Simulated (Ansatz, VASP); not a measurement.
## CaF2 in VASP and in Ansatz

```
CELL_PARAMETERS angstrom
0.00000 2.78482 2.78482
2.78482 0.00000 2.78482
2.78482 2.78482 0.00000
ATOMIC_POSITIONS crystal
Ca 0.00000 0.00000 0.00000
F 0.25000 0.25000 0.25000
F 0.75000 0.75000 0.75000
```

Change from the starting cell: volume scaled by 1.06, PAW files.

Alike in both runs: task electric field gradients; functional LDA; k mesh 10 × 10 × 10; occupations fermi-dirac, width 0.03 eV; no spin polarisation.

```csv
,VASP,Ansatz
version,VASP 6.6.1,Ansatz 0.2.0
potentials or method,"VASP PAW LDA potentials, release 64 (Ca_sv, F)","PAW with Ansatz's default frozen-core files, scalar-relativistic"
plane-wave cutoff (eV),520,420
valence electrons in the cell,24,24
```

Ansatz gave:

- gap on the k mesh at the Fermi level (eV): 6.59
- pressure (GPa): -10.0

What did VASP give for the same quantities?

gap on the k mesh at the Fermi level (eV): 6.57; pressure (GPa): -9.8.

LDA's correlation is that of Perdew and Zunger in VASP and of Perdew and Wang (1992) in Ansatz.
